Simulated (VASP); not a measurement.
Input of a VASP 6.6.1 run:

File INCAR:

```
PREC = Accurate
ENCUT = 520
EDIFF = 1E-6
ISMEAR = 0
SIGMA = 0.1
LREAL = F
LASPH = T
NELM = 100
ALGO = Normal
ISIF = 2
LWAVE = F
LCHARG = T
GGA = PE
LELF = T
LVHAR = T
NBANDS = 24
```

File KPOINTS:

```
Automatic mesh
0
Gamma
  12 12 12
```

The input POSCAR:

```
KTe4
1.0
    2.8401186967      1.6397432941      5.8716219584
   -2.8401186967      1.6397432941      5.8716219584
    0.0000000000     -3.2794865881      5.8716219584
K Te
1 4
Direct
    0.5000000000      0.5000000000      0.5000000000
    0.2765885362      0.2765885362      0.2765885362
    0.0812210446      0.0812210446      0.0812210446
    0.9187789554      0.9187789554      0.9187789554
    0.7234114638      0.7234114638      0.7234114638
```

Potentials or basis: VASP PAW PBE potentials, release 64 (K_sv, Te).

Run with:

```sh
$ cat potpaw_PBE.64/K_sv/POTCAR potpaw_PBE.64/Te/POTCAR > POTCAR
$ mpirun -np 1 vasp_std > vasp.out
```

Problem. Predict the pressure.

Solution. 0.0 GPa.

Forces in eV/Å, atoms in the order of the input:
```
K    0.000  0.000  0.000
Te   0.000  0.000 -0.001
Te   0.000  0.000  0.003
Te   0.000  0.000 -0.003
Te   0.000  0.000  0.001
```
